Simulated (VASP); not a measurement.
# LaC (F-43m) in VASP: a series of runs

LaC is run at these levels: PBE; tasks: single point.

All numbers are computed with VASP 6.6.1; they aren't measurements. Logs are shortened: lines on timing, memory, paths and dates and some standing lists are left out, and cuts for length are marked.

**1. The cell of the first run**

The structure is cubic, space group F-43m (No. 216). Conventional cell: a = 5.714 Å, b = 5.714 Å, c = 5.714 Å, α = 90.00°, β = 90.00°, γ = 90.00°. Within 3.3 Å of La (site symmetry -43m) lie 4 C at 2.47 Å. Within 3.3 Å of C (site symmetry -43m) lie 4 La at 2.47 Å.

**2. Single point, PBE**

Contents of INCAR:

```
  PREC = Accurate
  ENCUT = 520
  EDIFF = 1E-6
  ISMEAR = 0
  SIGMA = 0.05
  LREAL = F
  LASPH = T
  NELM = 100
  ALGO = Normal
  ISIF = 2
  LWAVE = F
  LCHARG = F
  GGA = PE
  NBANDS = 14
```

Contents of KPOINTS:

```
regular mesh
0
Gamma
  10 10 10
```

Contents of POSCAR:

```
LaC
1.0
    0.0000000000      2.8568215080      2.8568215080
    2.8568215080      0.0000000000      2.8568215080
    2.8568215080      2.8568215080      0.0000000000
La C
1 1
Direct
    0.0000000000      0.0000000000      0.0000000000
    0.2500000000      0.2500000000      0.2500000000
```

Potentials or basis: VASP PAW PBE potentials, release 64 (La, C).

Launch:

```
> cat potpaw_PBE.64/La/POTCAR potpaw_PBE.64/C/POTCAR > POTCAR
> mpirun -np 1 vasp_std > vasp.out
```

OUTCAR:

```text
PREC = Accurate
   ENCUT = 520
   EDIFF = 1E-6
   ISMEAR = 0
   LREAL = F
   LASPH = T
   NELM = 100
   ISIF = 2
   GGA = PE

 ion  position               nearest neighbor table
   1  0.000  0.000  0.000-   2 2.47   2 2.47   2 2.47   2 2.47
   2  0.250  0.250  0.250-   1 2.47   1 2.47   1 2.47   1 2.47

  LATTYP: Found a face centered cubic cell.
 ALAT       =     5.7136430160

  Lattice vectors:

 A1 = (   0.0000000000,   2.8568215080,   2.8568215080)
 A2 = (   2.8568215080,   0.0000000000,   2.8568215080)
 A3 = (   2.8568215080,   2.8568215080,   0.0000000000)

Analysis of symmetry for initial positions (statically):
=====================================================================
 Subroutine PRICEL returns:
 Original cell was already a primitive cell.

 Routine SETGRP: Setting up the symmetry group for a
 face centered cubic supercell.

 Subroutine GETGRP returns: Found 24 space group operations
 (whereof 24 operations were pure point group operations)
 out of a pool of 48 trial point group operations.

The static configuration has the point symmetry T_d .

Analysis of symmetry for dynamics (positions and initial velocities):
=====================================================================
 Subroutine PRICEL returns:
 Original cell was already a primitive cell.

 Routine SETGRP: Setting up the symmetry group for a
 face centered cubic supercell.

 Subroutine GETGRP returns: Found 24 space group operations
 (whereof 24 operations were pure point group operations)
 out of a pool of 48 trial point group operations.

The dynamic configuration has the point symmetry T_d .

 Subroutine INISYM returns: Found 24 space group operations
 (whereof 24 operations are pure point group operations),
 and found     1 'primitive' translations

----------------------------------------------------------------------------------------

                                     Primitive cell

  volume of cell :      46.6315

  direct lattice vectors                    reciprocal lattice vectors
     0.000000000  2.856821508  2.856821508    -0.175019685  0.175019685  0.175019685
     2.856821508  0.000000000  2.856821508     0.175019685 -0.175019685  0.175019685
     2.856821508  2.856821508  0.000000000     0.175019685  0.175019685 -0.175019685

  length of vectors
     4.040155722  4.040155722  4.040155722     0.303142986  0.303142986  0.303142986

  position of ions in fractional coordinates (direct lattice)
     0.000000000  0.000000000  0.000000000
     0.250000000  0.250000000  0.250000000

  ion indices of the primitive-cell ions
   primitive index   ion index
                 1           1
                 2           2

----------------------------------------------------------------------------------------

 KPOINTS: regular mesh

Automatic generation of k-mesh.
 Grid dimensions read from file:
 generate k-points for:   10   10   10

 Generating k-lattice:

  Cartesian coordinates                     Fractional coordinates (reciprocal lattice)
    -0.017501968  0.017501968  0.017501968     0.100000000  0.000000000  0.000000000
     0.017501968 -0.017501968  0.017501968     0.000000000  0.100000000  0.000000000
     0.017501968  0.017501968 -0.017501968     0.000000000  0.000000000  0.100000000

  Length of vectors
     0.030314299  0.030314299  0.030314299

  Shift w.r.t. Gamma in fractional coordinates (k-lattice)
     0.000000000  0.000000000  0.000000000

 Subroutine IBZKPT returns following result:
 ===========================================

 Found     47 irreducible k-points:

 Following reciprocal coordinates:
            Coordinates               Weight
  0.000000  0.000000  0.000000      1.000000
  0.100000  0.000000  0.000000      8.000000
  0.200000  0.000000  0.000000      8.000000
  0.300000  0.000000  0.000000      8.000000
  0.400000  0.000000  0.000000      8.000000
  0.500000  0.000000  0.000000      4.000000
[... 16 lines left out ...]
  0.300000  0.300000  0.000000      6.000000
  0.400000  0.300000  0.000000     24.000000
 [... further k-points ...]
   k-points           NKPTS =     47   k-points in BZ     NKDIM =     47   number of bands    NBANDS=     14
   number of dos      NEDOS =    301   number of ions     NIONS =      2
   total plane-waves  NPLWV =  27000
   dimension x,y,z NGX =    30 NGY =   30 NGZ =   30
   dimension x,y,z NGXF=    60 NGYF=   60 NGZF=   60
   ions per type =               1   1
   NGX,Y,Z   is equivalent  to a cutoff of  12.34, 12.34, 12.34 a.u.
   NGXF,Y,Z  is equivalent  to a cutoff of  24.69, 24.69, 24.69 a.u.
 SYSTEM =  unknown system
   PREC   = accura    normal or accurate (medium, high low for compatibility)
   ISTART =      0    job   : 0-new  1-cont  2-samecut
   ICHARG =      2    charge: 1-file 2-atom 10-const
   ISPIN  =      1    spin polarized calculation?
   LNONCOLLINEAR =      F non collinear calculations
   LSORBIT =      F    spin-orbit coupling
   LASPH  =      T    aspherical Exc in radial PAW
   ENCUT  =  520.0 eV  38.22 Ry    6.18 a.u.   7.51  7.51  7.51*2*pi/ulx,y,z
   NELM   =    100;   NELMIN=  2; NELMDL= -5     # of ELM steps
   EDIFF  = 0.1E-05   stopping-criterion for ELM
   LREAL  =      F    real-space projection
[... 7 lines left out ...]
   TEBEG  =    0.0;   TEEND  =   0.0 temperature during run
   PSTRESS=    0.0 pullay stress
   NELECT =      15.0000    total number of electrons
   NUPDOWN=      -1.0000    fix difference up-down
   EMIN   =  10.00;   EMAX   =-10.00  energy-range for DOS
   EFERMI =   0.00;   METHOD = LEGACY
   ISMEAR =     0;   SIGMA  =   0.05  broadening in eV -4-tet -1-fermi 0-gaus
   EFERMI_NEDOS =   21; number of points for ismear=-14 and -15
   IALGO  =     38    algorithm
   IMIX   =      4    mixing-type and parameters
     AMIX     =   0.40;   BMIX     =  1.00
     AMIX_MAG =   1.60;   BMIX_MAG =  1.00
  volume/ion in A,a.u.               =      23.32       157.34
  Fermi-wavevector in a.u.,A,eV,Ry     =   1.121705  2.119716 17.119163  1.258223
  Thomas-Fermi vector in A             =   2.258361
   LORBIT       =      0    0 simple, 1 ext, 2 COOP (PROOUT), +10 PAW based schemes
   GGA     = PE    functional components
   LHFCALC =     F    Hartree Fock is set to
   AEXX    =    0.0000 exact exchange contribution
   IVDW    =     0    specifies the selected vdW correction
   LEPSILON=     F    determine dielectric tensor
   LRPA    =     F    only Hartree local field effects (RPA)
 non-spin polarized calculation
 Gauss-broadening in eV      SIGMA  =   0.05
  energy-cutoff  :      520.00
  volume of cell :       46.63
 maximum number of plane-waves:      1279
   NGX = 15   NGY = 15   NGZ = 15

 number of electron      15.0000000 magnetization

 Free energy of the ion-electron system (eV)
  ---------------------------------------------------
  ext. energy  EPLUGINS =         0.00000000
  ---------------------------------------------------
  free energy    TOTEN  =       -13.03836033 eV

  energy without entropy =      -13.03405785  energy(sigma->0) =      -13.03620909

 E-fermi :   5.7690     XC(G=0):  -9.4817

 val. band max:        5.7468157732   @ k =   0.4000   0.3000   0.0000
 cond. band min:       5.7717151295   @ k =   0.4000   0.3000   0.0000
 fundamental gap:      0.0248993563
 Fermi energy:         5.7689705861

 k-point     1 :       0.0000    0.0000    0.0000
  band No.  band energies     occupation
      1     -25.3322      2.00000
      2      -8.7991      2.00000
      3      -8.7991      2.00000
      4      -8.7991      2.00000
      5      -2.6504      2.00000
      6       4.2958      2.00000
      7       4.2958      2.00000
      8       4.2958      2.00000
      9       7.3710      0.00000
     10       9.3708      0.00000
     11       9.3708      0.00000
     12       9.3708      0.00000
     13       9.8737      0.00000
     14       9.8737      0.00000

 k-point     2 :       0.1000    0.0000    0.0000
  band No.  band energies     occupation
      1     -25.3224      2.00000
      2      -8.9341      2.00000
      3      -8.8134      2.00000
      4      -8.8134      2.00000
      5      -2.5140      2.00000
      6       4.2370      2.00000
      7       4.3663      2.00000
      8       4.3663      2.00000
      9       7.6473      0.00000
     10       9.3239      0.00000
     11       9.3239      0.00000
     12       9.3498      0.00000
     13       9.8243      0.00000
     14       9.8269      0.00000

 k-point     3 :       0.2000    0.0000    0.0000
  band No.  band energies     occupation
      1     -25.2963      2.00000
      2      -9.2598      2.00000
      3      -8.8504      2.00000
      4      -8.8504      2.00000
      5      -2.2122      2.00000
      6       4.2666      2.00000
      7       4.5398      2.00000
      8       4.5398      2.00000
      9       8.1580      0.00000
     10       9.2211      0.00000
     11       9.2211      0.00000
     12       9.3235      0.00000
     13       9.7634      0.00000
     14       9.7647      0.00000
[... 324 lines left out ...]
 k-point    23 :       0.3000    0.3000    0.0000
  band No.  band energies     occupation
      1     -25.2411      2.00000
      2      -9.6388      2.00000
      3      -9.0487      2.00000
      4      -9.0487      2.00000
      5      -1.6776      2.00000
      6       3.6385      2.00000
      7       5.5103      2.00000
      8       5.5103      2.00000
      9       7.7637      0.00000
     10       9.0113      0.00000
     11       9.5018      0.00000
     12       9.5834      0.00000
     13       9.5834      0.00000
     14       9.9582      0.00000

 k-point    24 :       0.4000    0.3000    0.0000
  band No.  band energies     occupation
      1     -25.2200      2.00000
      2      -9.7900      2.00000
      3      -9.1283      2.00000
      4      -9.0901      2.00000
      5      -1.5292      2.00000
      6       3.7151      2.00000
      7       5.7468      1.46910
      8       5.7717      0.93812
      9       7.8452      0.00000
     10       9.0970      0.00000
     11       9.4471      0.00000
     12       9.5900      0.00000
     13       9.6273      0.00000
     14       9.8974      0.00000

 [... further k-points ...]

------------------------ aborting loop because EDIFF is reached ----------------------------------------

  FORCE on cell =-STRESS in cart. coord.  units (eV):
  Direction    XX          YY          ZZ          XY          YZ          ZX
  --------------------------------------------------------------------------------------
  -------------------------------------------------------------------------------------
  Total        0.6487225      0.6487225      0.6487225     -0.0000000      0.0000000      0.0000000
  in kB       22.2889825     22.2889825     22.2889825     -0.0000000      0.0000000      0.0000000
  external PRESSURE =      22.2889825 kB  Pullay stress =       0.0000000 kB

 VOLUME and BASIS-vectors are now :
 -----------------------------------------------------------------------------
  energy-cutoff  :      520.00
  volume of cell :       46.63
      direct lattice vectors                 reciprocal lattice vectors
     0.000000000  2.856821508  2.856821508    -0.175019685  0.175019685  0.175019685
     2.856821508  0.000000000  2.856821508     0.175019685 -0.175019685  0.175019685
     2.856821508  2.856821508  0.000000000     0.175019685  0.175019685 -0.175019685

 POSITION                                       TOTAL-FORCE (eV/Angst)
 -----------------------------------------------------------------------------------
      0.00000      0.00000      0.00000         0.000000      0.000000      0.000000
      1.42841      1.42841      1.42841        -0.000000     -0.000000     -0.000000
 -----------------------------------------------------------------------------------
    total drift:                                0.000000      0.000000      0.000000

  FREE ENERGIE OF THE ION-ELECTRON SYSTEM (eV)
  ---------------------------------------------------
  free  energy   TOTEN  =       -13.0383603289 eV

  energy  without entropy=      -13.0340578484  energy(sigma->0) =      -13.03620909
```

It took 21 s on 1 thread of Intel Xeon Platinum 8488C (Sapphire Rapids), shared host; peak memory 0.2 GiB.

Results:

| Property | Result |
| --- | --- |
| Free energy | -13.0384 eV |
| Pressure | 2.2 GPa |
| Band gap on the k mesh | zero (an odd number of electrons rules out a gap without spin polarisation) |

Caveat: spin-orbit coupling is left out, which moves the levels of the heavy elements.

**3. Single point, PBE**

This run uses another cell than the first one: it holds 4 atoms, not 2.

Contents of INCAR:

```
  PREC = Accurate
  ENCUT = 520
  EDIFF = 1E-6
  ISMEAR = 0
  SIGMA = 0.05
  LREAL = F
  LASPH = T
  NELM = 60
  ALGO = Normal
  ISIF = 2
  LWAVE = F
  LCHARG = T
  GGA = PE
  LELF = T
  LVHAR = T
  NBANDS = 23
```

Contents of KPOINTS:

```
regular mesh
0
Gamma
  7 7 7
```

Contents of POSCAR:

```
LaC
1.0
    0.0000000000      2.8877638426      2.8877638426
    2.8877638426      0.0000000000      2.8877638426
    5.7755276852      5.7755276852      0.0000000000
La C
2 2
Direct
    0.0000000000      0.0000000000      0.0000000000
    0.0000000000      0.0000000000      0.5000000000
    0.2500000000      0.2500000000      0.1250000000
    0.2500000000      0.2500000000      0.6250000000
```

Potentials or basis: VASP PAW PBE potentials, release 64 (La, C).

Launch:

```
> cat potpaw_PBE.64/La/POTCAR potpaw_PBE.64/C/POTCAR > POTCAR
> mpirun -np 1 vasp_std > vasp.out
```

OUTCAR:

```text
PREC = Accurate
   ENCUT = 520
   EDIFF = 1E-6
   ISMEAR = 0
   LREAL = F
   LASPH = T
   NELM = 60
   ISIF = 2
   GGA = PE

 ion  position               nearest neighbor table
   1  0.000  0.000  0.000-   3 2.50   4 2.50   3 2.50   3 2.50
   2  0.000  0.000  0.500-   3 2.50   4 2.50   4 2.50   4 2.50
   3  0.250  0.250  0.125-   1 2.50   1 2.50   1 2.50   2 2.50
   4  0.250  0.250  0.625-   2 2.50   2 2.50   1 2.50   2 2.50

  LATTYP: Found a trigonal (rhomboedric) cell.
[... 839 lines left out ...]
  Direction    XX          YY          ZZ          XY          YZ          ZX
  --------------------------------------------------------------------------------------
  -------------------------------------------------------------------------------------
  Total       -0.0616725     -0.0616725     -0.0616725     -0.0265241      0.0265241      0.0265241
  in kB       -1.0257863     -1.0257863     -1.0257863     -0.4411699      0.4411699      0.4411699
  external PRESSURE =      -1.0257863 kB  Pullay stress =       0.0000000 kB

 VOLUME and BASIS-vectors are now :
 -----------------------------------------------------------------------------
  energy-cutoff  :      520.00
  volume of cell :       96.33
      direct lattice vectors                 reciprocal lattice vectors
     0.000000000  2.887763843  2.887763843    -0.173144352  0.173144352  0.173144352
     2.887763843  0.000000000  2.887763843     0.173144352 -0.173144352  0.173144352
     5.775527685  5.775527685  0.000000000     0.086572176  0.086572176 -0.086572176

 POSITION                                       TOTAL-FORCE (eV/Angst)
 -----------------------------------------------------------------------------------
      0.00000      0.00000      0.00000        -0.002992     -0.002992      0.002992
      2.88776      2.88776      0.00000        -0.002992     -0.002992      0.002992
      1.44388      1.44388      1.44388         0.002992      0.002992     -0.002992
      4.33165      4.33165      1.44388         0.002992      0.002992     -0.002992
 -----------------------------------------------------------------------------------
    total drift:                                0.000009      0.000009     -0.000005

  FREE ENERGIE OF THE ION-ELECTRON SYSTEM (eV)
  ---------------------------------------------------
  free  energy   TOTEN  =       -26.0894064923 eV

  energy  without entropy=      -26.0820939423  energy(sigma->0) =      -26.08575022
```

stdout:

```text
POSCAR found type information on POSCAR LaC
 POSCAR found :  2 types and       4 ions
 scaLAPACK will be used
 LDA part: xc-table for (Slater+PW92), standard interpolation
 POSCAR, INCAR and KPOINTS ok, starting setup
 FFT: planning ... GRIDC
 FFT: planning ... GRID_SOFT
 FFT: planning ... GRID
 WAVECAR not read
 entering main loop
```

Wall time 90 s (1 thread of Intel Xeon Platinum 8488C (Sapphire Rapids), shared host); peak memory 0.29 GiB.

What came out:

```
Free energy            : -26.0894 eV
Pressure               : -0.1 GPa
Band gap on the k mesh : zero (bands 15 and 16 overlap by 1.53 eV)
```

Caveat: spin-orbit coupling is left out, which moves the levels of the heavy elements.
